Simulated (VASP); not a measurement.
Here is a VASP 6.6.1 calculation.

File INCAR:

```
ALGO = Normal
EDIFF = 1E-7
ENCUT = 520
GGA = PE
ISIF = 2
ISMEAR = -1
LASPH = True
LCHARG = False
LREAL = False
LWAVE = False
NBANDS = 16
NELM = 60
PREC = Accurate
SIGMA = 0.05
```

Contents of KPOINTS:

```
k-points
0
Gamma
  12 12 6
```

The input POSCAR:

```
BN
1.0
    2.5360000000      0.0000000000      0.0000000000
   -1.2680000000      2.1962400000      0.0000000000
    0.0000000000      0.0000000000      4.2409900000
B N
2 2
Direct
    0.6666666667      0.3333333333      0.0000000000
    0.3333333333      0.6666666667      0.5000000000
    0.6666666667      0.3333333333      0.3750000000
    0.3333333333      0.6666666667      0.8750000000
```

Potentials or basis: VASP PAW PBE potentials, release 64 (B, N).

Run with:

```console
$ cat potpaw_PBE.64/B/POTCAR potpaw_PBE.64/N/POTCAR > POTCAR
$ mpirun -np 1 vasp_std > vasp.out
```

(1) Estimate the band gap on the k mesh.

(2) What does it give for the largest force?

Results:

(1) 5.18 eV, indirect (least direct gap 8.24 eV).

(2) 0.054 eV/Å.
